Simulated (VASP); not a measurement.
# Si2C (P6_3/mmc) in VASP: notebook

Si2C is run at these levels: PBE; tasks: single point.

Program: VASP 6.6.1. These are calculated values, not measurements. Logs are shortened: lines on timing, memory, paths and dates and some standing lists are left out, and cuts for length are marked.

## (1) The cell of the first run

It takes space group P6_3/mmc (No. 194, hexagonal). Conventional cell: a = 2.931 Å, b = 2.931 Å, c = 8.820 Å, α = 90.00°, β = 90.00°, γ = 120.00°. Within 2.8 Å of Si (site symmetry 3m) lie 3 C at 2.08 Å and 4 Si at 2.42 to 2.61 Å. C (site symmetry -6m2) has 6 Si at 2.08 Å within 2.8 Å.

## (2) Single point, PBE

Input file INCAR:

```
ALGO = Normal ; EDIFF = 1E-7
ENCUT = 520 ; GGA = PE
ISIF = 2 ; ISMEAR = 0
LASPH = True ; LCHARG = False
LREAL = False ; LWAVE = False
NBANDS = 21 ; NELM = 80
PREC = Accurate ; SIGMA = 0.1
```

Input file KPOINTS:

```
k-points
0
Gamma
  6 6 2
```

Input file POSCAR:

```
Si2C
1.0
    2.9311459055      0.0000000000      0.0000000000
   -1.4655729528      2.5384468163      0.0000000000
    0.0000000000      0.0000000000      8.8196165943
Si C
4 2
Direct
    0.3333333333      0.6666666667      0.6128735845
    0.6666666667      0.3333333333      0.1128735845
    0.3333333333      0.6666666667      0.8871264155
    0.6666666667      0.3333333333      0.3871264155
    0.3333333333      0.6666666667      0.2500000000
    0.6666666667      0.3333333333      0.7500000000
```

Potentials or basis: VASP PAW PBE potentials, release 64 (Si, C).

Command:

```sh
> cat potpaw_PBE.64/Si/POTCAR potpaw_PBE.64/C/POTCAR > POTCAR
> mpirun -np 1 vasp_std > vasp.out
```

OUTCAR:

```text
EDIFF = 1E-7
   ENCUT = 520
   GGA = PE
   ISIF = 2
   ISMEAR = 0
   LASPH = True
   LREAL = False
   NELM = 80
   PREC = Accurate

 ion  position               nearest neighbor table
   1  0.333  0.667  0.613-   6 2.08   6 2.08   6 2.08   3 2.42   4 2.61   4 2.61   4 2.61
   2  0.667  0.333  0.113-   5 2.08   5 2.08   5 2.08   4 2.42   3 2.61   3 2.61   3 2.61
   3  0.333  0.667  0.887-   6 2.08   6 2.08   6 2.08   1 2.42   2 2.61   2 2.61   2 2.61
   4  0.667  0.333  0.387-   5 2.08   5 2.08   5 2.08   2 2.42   1 2.61   1 2.61   1 2.61
   5  0.333  0.667  0.250-   2 2.08   4 2.08   2 2.08   4 2.08   2 2.08   4 2.08
   6  0.667  0.333  0.750-   1 2.08   3 2.08   1 2.08   3 2.08   1 2.08   3 2.08

  LATTYP: Found a hexagonal cell.
 ALAT       =     2.9311459055
 C/A-ratio  =     3.0089312776

  Lattice vectors:

 A1 = (   2.9311459055,   0.0000000000,   0.0000000000)
 A2 = (  -1.4655729528,   2.5384468163,   0.0000000000)
 A3 = (   0.0000000000,   0.0000000000,   8.8196165943)

Analysis of symmetry for initial positions (statically):
=====================================================================
 Subroutine PRICEL returns:
 Original cell was already a primitive cell.

 Routine SETGRP: Setting up the symmetry group for a
 hexagonal supercell.

 Subroutine GETGRP returns: Found 24 space group operations
 (whereof 12 operations were pure point group operations)
 out of a pool of 24 trial point group operations.

The static configuration has the point symmetry D_3d.
 The point group associated with its full space group is D_6h.

Analysis of symmetry for dynamics (positions and initial velocities):
=====================================================================
 Subroutine PRICEL returns:
 Original cell was already a primitive cell.

 Routine SETGRP: Setting up the symmetry group for a
 hexagonal supercell.

 Subroutine GETGRP returns: Found 24 space group operations
 (whereof 12 operations were pure point group operations)
 out of a pool of 24 trial point group operations.

The dynamic configuration has the point symmetry D_3d.
 The point group associated with its full space group is D_6h.

 Subroutine INISYM returns: Found 24 space group operations
 (whereof 12 operations are pure point group operations),
 and found     1 'primitive' translations

----------------------------------------------------------------------------------------

                                     Primitive cell

  volume of cell :      65.6229

  direct lattice vectors                    reciprocal lattice vectors
     2.931145906  0.000000000  0.000000000     0.341163501  0.196970839  0.000000000
    -1.465572953  2.538446816  0.000000000     0.000000000  0.393941679  0.000000000
     0.000000000  0.000000000  8.819616594     0.000000000  0.000000000  0.113383614

  length of vectors
     2.931145906  2.931145905  8.819616594     0.393941679  0.393941679  0.113383614

  position of ions in fractional coordinates (direct lattice)
     0.333333333  0.666666667  0.612873585
     0.666666667  0.333333333  0.112873585
     0.333333333  0.666666667  0.887126415
     0.666666667  0.333333333  0.387126415
     0.333333333  0.666666667  0.250000000
     0.666666667  0.333333333  0.750000000

  ion indices of the primitive-cell ions
   primitive index   ion index
                 1           1
                 2           2
                 3           3
                 4           4
                 5           5
                 6           6

----------------------------------------------------------------------------------------

 KPOINTS: k-points

Automatic generation of k-mesh.
 Grid dimensions read from file:
 generate k-points for:    6    6    2

 Generating k-lattice:

  Cartesian coordinates                     Fractional coordinates (reciprocal lattice)
     0.056860584  0.032828473  0.000000000     0.166666667  0.000000000  0.000000000
     0.000000000  0.065656946  0.000000000     0.000000000  0.166666667  0.000000000
     0.000000000  0.000000000  0.056691807     0.000000000  0.000000000  0.500000000

  Length of vectors
     0.065656946  0.065656946  0.056691807

  Shift w.r.t. Gamma in fractional coordinates (k-lattice)
     0.000000000  0.000000000  0.000000000

 Subroutine IBZKPT returns following result:
 ===========================================

 Found     14 irreducible k-points:

 Following reciprocal coordinates:
            Coordinates               Weight
  0.000000  0.000000  0.000000      1.000000
  0.166667  0.000000  0.000000      6.000000
  0.333333  0.000000  0.000000      6.000000
  0.500000  0.000000  0.000000      3.000000
  0.166667  0.166667  0.000000      6.000000
  0.333333  0.166667  0.000000     12.000000
  0.333333  0.333333  0.000000      2.000000
  0.000000  0.000000  0.500000      1.000000
  0.166667  0.000000  0.500000      6.000000
  0.333333  0.000000  0.500000      6.000000
  0.500000  0.000000  0.500000      3.000000
  0.166667  0.166667  0.500000      6.000000
  0.333333  0.166667  0.500000     12.000000
  0.333333  0.333333  0.500000      2.000000
   k-points           NKPTS =     14   k-points in BZ     NKDIM =     14   number of bands    NBANDS=     21
   number of dos      NEDOS =    301   number of ions     NIONS =      6
   total plane-waves  NPLWV =  40320
   dimension x,y,z NGX =    24 NGY =   24 NGZ =   70
   dimension x,y,z NGXF=    48 NGYF=   48 NGZF=  140
   ions per type =               4   2
   NGX,Y,Z   is equivalent  to a cutoff of  13.61, 13.61, 13.19 a.u.
   NGXF,Y,Z  is equivalent  to a cutoff of  27.22, 27.22, 26.39 a.u.
 SYSTEM =  unknown system
   PREC   = accura    normal or accurate (medium, high low for compatibility)
   ISTART =      0    job   : 0-new  1-cont  2-samecut
   ICHARG =      2    charge: 1-file 2-atom 10-const
   ISPIN  =      1    spin polarized calculation?
   LNONCOLLINEAR =      F non collinear calculations
   LSORBIT =      F    spin-orbit coupling
   LASPH  =      T    aspherical Exc in radial PAW
   ENCUT  =  520.0 eV  38.22 Ry    6.18 a.u.   5.45  5.45 16.40*2*pi/ulx,y,z
   NELM   =     80;   NELMIN=  2; NELMDL= -5     # of ELM steps
   EDIFF  = 0.1E-06   stopping-criterion for ELM
   LREAL  =      F    real-space projection
   EDIFFG = 0.1E-05   stopping-criterion for IOM
   NSW    =      0    number of steps for IOM
   IBRION =     -1    ionic relax: 0-MD 1-quasi-New 2-CG
   NFREE  =      0    steps in history (QN), initial steepest desc. (CG)
   ISIF   =      2    stress and relaxation
   ISYM   =      2    0-nonsym 1-usesym 2-fastsym
   POTIM  = 0.5000    time-step for ionic-motion
   TEBEG  =    0.0;   TEEND  =   0.0 temperature during run
   PSTRESS=    0.0 pullay stress
   NELECT =      24.0000    total number of electrons
   NUPDOWN=      -1.0000    fix difference up-down
   EMIN   =  10.00;   EMAX   =-10.00  energy-range for DOS
   EFERMI =   0.00;   METHOD = LEGACY
   ISMEAR =     0;   SIGMA  =   0.10  broadening in eV -4-tet -1-fermi 0-gaus
   EFERMI_NEDOS =   21; number of points for ismear=-14 and -15
   IALGO  =     38    algorithm
   IMIX   =      4    mixing-type and parameters
     AMIX     =   0.40;   BMIX     =  1.00
     AMIX_MAG =   1.60;   BMIX_MAG =  1.00
  volume/ion in A,a.u.               =      10.94        73.81
  Fermi-wavevector in a.u.,A,eV,Ry     =   1.170739  2.212376 18.648558  1.370630
  Thomas-Fermi vector in A             =   2.307193
   LORBIT       =      0    0 simple, 1 ext, 2 COOP (PROOUT), +10 PAW based schemes
   GGA     = PE    functional components
   LHFCALC =     F    Hartree Fock is set to
   AEXX    =    0.0000 exact exchange contribution
   IVDW    =     0    specifies the selected vdW correction
   LEPSILON=     F    determine dielectric tensor
   LRPA    =     F    only Hartree local field effects (RPA)
 non-spin polarized calculation
 Gauss-broadening in eV      SIGMA  =   0.10
  energy-cutoff  :      520.00
  volume of cell :       65.62
 maximum number of plane-waves:      1820
 NGX is ok and might be reduce to    24
   NGX = 11   NGY = 11   NGZ = 33

 number of electron      24.0000003 magnetization

 Free energy of the ion-electron system (eV)
  ---------------------------------------------------
  ext. energy  EPLUGINS =         0.00000000
  ---------------------------------------------------
  free energy    TOTEN  =       -36.06775961 eV

  energy without entropy =      -36.04615164  energy(sigma->0) =      -36.05695563

 E-fermi :  10.6759     XC(G=0): -11.7418

 val. band max:       10.6727661027   @ k =   0.1667   0.1667   0.5000
 cond. band min:      10.9678180579   @ k =   0.3333   0.3333   0.0000
 fundamental gap:      0.2950519552
 Fermi energy:        10.6758501356

 k-point     1 :       0.0000    0.0000    0.0000
  band No.  band energies     occupation
      1      -6.2429      2.00000
      2      -5.5467      2.00000
      3      -2.4180      2.00000
      4       1.5332      2.00000
      5       1.6559      2.00000
      6       8.2971      2.00000
[... 13 lines left out ...]
     20      17.0112      0.00000
     21      19.0850      0.00000

 k-point     2 :       0.1667    0.0000    0.0000
  band No.  band energies     occupation
      1      -5.6841      2.00000
      2      -5.0082      2.00000
      3      -1.8126      2.00000
      4       2.0900      2.00000
      5       2.2054      2.00000
      6       6.9086      2.00000
[... 13 lines left out ...]
     20      18.0315      0.00000
     21      18.3890      0.00000

 k-point     3 :       0.3333    0.0000    0.0000
  band No.  band energies     occupation
      1      -4.0613      2.00000
      2      -3.4530      2.00000
      3      -0.0320      2.00000
      4       2.7526      2.00000
      5       3.1586      2.00000
      6       3.6207      2.00000
[... 13 lines left out ...]
     20      17.0539      0.00000
     21      17.5837      0.00000

 k-point     4 :       0.5000    0.0000    0.0000
  band No.  band energies     occupation
      1      -2.1985      2.00000
      2      -1.7877      2.00000
      3       0.0996      2.00000
      4       0.6086      2.00000
      5       2.2467      2.00000
      6       3.5466      2.00000
[... 13 lines left out ...]
     20      16.3296      0.00000
     21      17.1014      0.00000

 k-point     5 :       0.1667    0.1667    0.0000
  band No.  band energies     occupation
      1      -4.5890      2.00000
      2      -3.9561      2.00000
      3      -0.6170      2.00000
      4       3.1510      2.00000
      5       3.2416      2.00000
      6       4.4376      2.00000
[... 13 lines left out ...]
     20      17.9672      0.00000
     21      18.2512      0.00000

 k-point     6 :       0.3333    0.1667    0.0000
  band No.  band energies     occupation
      1      -2.5800      2.00000
      2      -2.0688      2.00000
      3       1.2671      2.00000
      4       1.6589      2.00000
      5       1.6962      2.00000
      6       4.4857      2.00000
[... 13 lines left out ...]
     20      16.7064      0.00000
     21      18.6119      0.00000

 k-point     7 :       0.3333    0.3333    0.0000
  band No.  band energies     occupation
      1      -1.0296      2.00000
      2      -1.0296      2.00000
      3       0.8677      2.00000
      4       0.8677      2.00000
      5       2.9565      2.00000
      6       3.6781      2.00000
[... 13 lines left out ...]
     20      17.5573      0.00000
     21      19.5135      0.00000
[... 51 lines left out ...]
      1      -3.8000      2.00000
      2      -3.8000      2.00000
      3       1.1065      2.00000
      4       1.1065      2.00000
      5       3.0293      2.00000
      6       3.0293      2.00000
[... 13 lines left out ...]
     20      16.7834      0.00000
     21      18.4425      0.00000

 k-point    11 :       0.5000    0.0000    0.5000
  band No.  band energies     occupation
      1      -2.0078      2.00000
      2      -2.0078      2.00000
      3       0.2836      2.00000
      4       0.2836      2.00000
      5       3.2396      2.00000
      6       3.2396      2.00000
[... 13 lines left out ...]
     20      16.2502      0.00000
     21      19.3112      0.00000

 k-point    12 :       0.1667    0.1667    0.5000
  band No.  band energies     occupation
      1      -4.3192      2.00000
      2      -4.3192      2.00000
      3       0.5598      2.00000
      4       0.5598      2.00000
      5       4.5865      2.00000
      6       4.5865      2.00000
[... 13 lines left out ...]
     20      17.6076      0.00000
     21      18.4871      0.00000

 k-point    13 :       0.3333    0.1667    0.5000
  band No.  band energies     occupation
      1      -2.3535      2.00000
      2      -2.3535      2.00000
      3       1.4105      2.00000
      4       1.4105      2.00000
      5       2.7912      2.00000
      6       2.7912      2.00000
[... 13 lines left out ...]
     20      17.0939      0.00000
     21      19.1288      0.00000

 k-point    14 :       0.3333    0.3333    0.5000
  band No.  band energies     occupation
      1      -1.0151      2.00000
      2      -1.0151      2.00000
      3       0.7878      2.00000
      4       0.7878      2.00000
      5       3.2537      2.00000
      6       3.2537      2.00000
[... 13 lines left out ...]
     20      19.1899      0.00000
     21      20.3296      0.00000

------------------------ aborting loop because EDIFF is reached ----------------------------------------

  FORCE on cell =-STRESS in cart. coord.  units (eV):
  Direction    XX          YY          ZZ          XY          YZ          ZX
  --------------------------------------------------------------------------------------
  -------------------------------------------------------------------------------------
  Total        0.0519232      0.0519232     -0.0987625     -0.0000000      0.0000000      0.0000000
  in kB        1.2677014      1.2677014     -2.4112781     -0.0000000      0.0000000      0.0000000
  external PRESSURE =       0.0413749 kB  Pullay stress =       0.0000000 kB

 VOLUME and BASIS-vectors are now :
 -----------------------------------------------------------------------------
  energy-cutoff  :      520.00
  volume of cell :       65.62
      direct lattice vectors                 reciprocal lattice vectors
     2.931145906  0.000000000  0.000000000     0.341163501  0.196970839  0.000000000
    -1.465572953  2.538446816  0.000000000     0.000000000  0.393941679  0.000000000
     0.000000000  0.000000000  8.819616594     0.000000000  0.000000000  0.113383614

 POSITION                                       TOTAL-FORCE (eV/Angst)
 -----------------------------------------------------------------------------------
     -0.00000      1.69230      5.40531        -0.000000     -0.000000      0.012650
      1.46557      0.84615      0.99550         0.000000     -0.000000      0.012650
     -0.00000      1.69230      7.82411        -0.000000      0.000000     -0.012650
      1.46557      0.84615      3.41431        -0.000000     -0.000000     -0.012650
     -0.00000      1.69230      2.20490         0.000000      0.000000      0.000000
      1.46557      0.84615      6.61471        -0.000000      0.000000      0.000000
 -----------------------------------------------------------------------------------
    total drift:                               -0.000000      0.000000     -0.000000

  FREE ENERGIE OF THE ION-ELECTRON SYSTEM (eV)
  ---------------------------------------------------
  free  energy   TOTEN  =       -36.0677596070 eV

  energy  without entropy=      -36.0461516450  energy(sigma->0) =      -36.05695563
```

It took 20 s on 1 thread of AMD EPYC 7R43 (Zen 3), shared host; peak memory 0.15 GiB.

Results:

| Item | Value |
| --- | --- |
| Free energy | -36.0678 eV |
| Pressure | 0.0 GPa |
| Largest force | 0.013 eV/Å |
| Band gap on the k mesh | zero (band 12 reaches 15.08 eV, above the bottom of band 13 at 7.83 eV) |

Forces in eV/Å, atoms in the order of the input:
```
Si   0.000  0.000  0.013
Si   0.000  0.000  0.013
Si   0.000  0.000 -0.013
Si   0.000  0.000 -0.013
C    0.000  0.000  0.000
C    0.000  0.000  0.000
```

Stress tensor (GPa, compression positive):
```
 0.13  0.00  0.00
 0.00  0.13  0.00
 0.00  0.00 -0.24
```

Levels at points of the mesh, in eV from the Fermi level:
| k point | band 9 | band 10 | band 11 | band 12 | band 13 | band 14 | band 15 | band 16 |
| --- | --- | --- | --- | --- | --- | --- | --- | --- |
| (0.00, 0.00, 0.00) | -0.95 | -0.95 | 0.64 | 4.40 | 4.61 | 5.80 | 6.07 | 6.07 |
| (0.50, 0.00, 0.00) | -3.38 | -3.24 | -3.10 | -3.03 | 1.72 | 1.83 | 2.13 | 2.37 |
| (0.00, 0.00, 0.50) | -1.01 | -1.01 | 3.69 | 3.69 | 4.63 | 4.63 | 6.05 | 6.05 |
| (0.50, 0.00, 0.50) | -3.25 | -3.25 | -1.74 | -1.74 | 0.88 | 0.88 | 2.63 | 2.63 |

Caveat: the k points lie up to 0.41 Å⁻¹ apart.

## (3) Single point, PBE

This run uses another cell than the first one, of 11.70 Å³/atom, 1.069 times its volume.

Input file INCAR:

```
  PREC = Accurate
  ENCUT = 520
  EDIFF = 1E-6
  ISMEAR = 0
  SIGMA = 0.1
  LREAL = False
  LASPH = True
  NELM = 60
  ALGO = Normal
  ISIF = 2
  LWAVE = False
  LCHARG = True
  GGA = PE
  LELF = True
  LVHAR = True
  NBANDS = 21
```

Input file KPOINTS:

```
Automatic mesh
0
Gamma
  6 6 2
```

Input file POSCAR:

```
Si2C
1.0
    2.7515355567      0.0000000000      0.0000000000
   -1.3757677784      2.3828996915      0.0000000000
    0.0000000000      0.0000000000     10.7023449949
Si C
4 2
Direct
    0.3333333333      0.6666666667      0.6275000000
    0.6666666667      0.3333333333      0.1275000000
    0.3333333333      0.6666666667      0.8725000000
    0.6666666667      0.3333333333      0.3725000000
    0.3333333333      0.6666666667      0.2500000000
    0.6666666667      0.3333333333      0.7500000000
```

Potentials or basis: VASP PAW PBE potentials, release 64 (Si, C).

Command:

```sh
> cat potpaw_PBE.64/Si/POTCAR potpaw_PBE.64/C/POTCAR > POTCAR
> mpirun -np 1 vasp_std > vasp.out
```

Run time: 18 s. Hardware: 1 thread of AMD EPYC 7R43 (Zen 3), shared host; peak memory 0.13 GiB.

The run converged. Its results:

```yaml
Free_energy: -34.4515 eV
Pressure: 1.7 GPa
Largest_force: 2.005 eV/Å
Band_gap_on_the_k_mesh: zero (band 12 reaches 10.87 eV, above the bottom of band 13 at 8.23 eV)
```

Forces in eV/Å, atoms in the order of the input:
```
Si   0.000  0.000  2.005
Si   0.000  0.000  2.005
Si   0.000  0.000 -2.005
Si   0.000  0.000 -2.005
C    0.000  0.000  0.000
C    0.000  0.000  0.000
```

Stress tensor (GPa, compression positive):
```
 14.75   0.00   0.00
  0.00  14.75   0.00
  0.00   0.00 -24.43
```

Levels at points of the mesh, in eV from the Fermi level:
| k point | band 9 | band 10 | band 11 | band 12 | band 13 | band 14 | band 15 | band 16 |
| --- | --- | --- | --- | --- | --- | --- | --- | --- |
| (0.00, 0.00, 0.00) | 0.49 | 0.50 | 0.50 | 1.01 | 5.34 | 7.91 | 8.00 | 8.59 |
| (0.50, 0.00, 0.00) | -3.50 | -2.58 | -2.03 | -1.99 | 0.33 | 0.83 | 0.99 | 3.08 |
| (0.00, 0.00, 0.50) | 0.50 | 0.50 | 0.50 | 0.50 | 7.42 | 7.42 | 7.99 | 7.99 |
| (0.50, 0.00, 0.50) | -2.27 | -2.27 | -2.01 | -2.01 | -0.72 | -0.72 | 3.20 | 3.20 |

Caveat: the k points lie up to 0.44 Å⁻¹ apart; forces of over 1 eV/Å act on the atoms, so gaps and moduli don't describe the material at rest.
